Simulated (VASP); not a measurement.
Input of a VASP 6.6.1 run:

Contents of INCAR:

```
PREC = Accurate
ENCUT = 520
EDIFF = 1E-6
ISMEAR = -1
SIGMA = 0.1
LREAL = False
LASPH = True
NELM = 80
ALGO = Normal
ISIF = 2
LWAVE = False
LCHARG = True
GGA = PE
LELF = True
LVHAR = True
NBANDS = 19
```

Contents of KPOINTS:

```
Automatic mesh
0
Gamma
  14 14 7
```

File POSCAR:

```
Zn
1.0
    2.6556370042      0.0000000000      0.0000000000
   -1.3278185021      2.2998491089      0.0000000000
    0.0000000000      0.0000000000      4.9624616040
Zn
2
Direct
    0.3333333333      0.6666666667      0.2500000000
    0.6666666667      0.3333333333      0.7500000000
```

Potentials or basis: VASP PAW PBE potentials, release 64 (Zn).

Run with:

```console
$ cat potpaw_PBE.64/Zn/POTCAR > POTCAR
$ mpirun -np 1 vasp_std > vasp.out
```

Q: Predict the pressure.

A: 0.5 GPa.

Q: Estimate the band gap on the k mesh.

A: Zero (band 12 reaches 4.59 eV, above the bottom of band 13 at 0.02 eV).

Stress tensor (GPa, compression positive):
```
 0.82  0.00  0.00
 0.00  0.82  0.00
 0.00  0.00 -0.13
```
